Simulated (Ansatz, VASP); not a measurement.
# One calculation of K2S, two programs

```
CELL_PARAMETERS angstrom
0.00000 3.73147 3.73147
3.73147 0.00000 3.73147
3.73147 3.73147 0.00000
ATOMIC_POSITIONS crystal
K 0.25000 0.25000 0.25000
K 0.75000 0.75000 0.75000
S 0.00000 0.00000 0.00000
```

Alike in both runs: task single point; functional PBE; dispersion D4; k mesh 8 × 8 × 8; occupations gaussian, width 0.05 eV; no spin polarisation.

```csv
,VASP,Ansatz
version,VASP 6.6.1,Ansatz 0.2.0
potentials or method,"VASP PAW PBE potentials, release 64 (K_sv, S), cutoff 500 eV","scalar-relativistic, plane waves, PAW"
valence electrons in the cell,24,24
```

|  | VASP | Ansatz | Ansatz less VASP |
| --- | --- | --- | --- |
| gap on the k mesh at the Fermi level (eV) | 2.32 | 2.32 | +0.002 |
| pressure (GPa) | -0.4 | -0.5 | -0.03 |
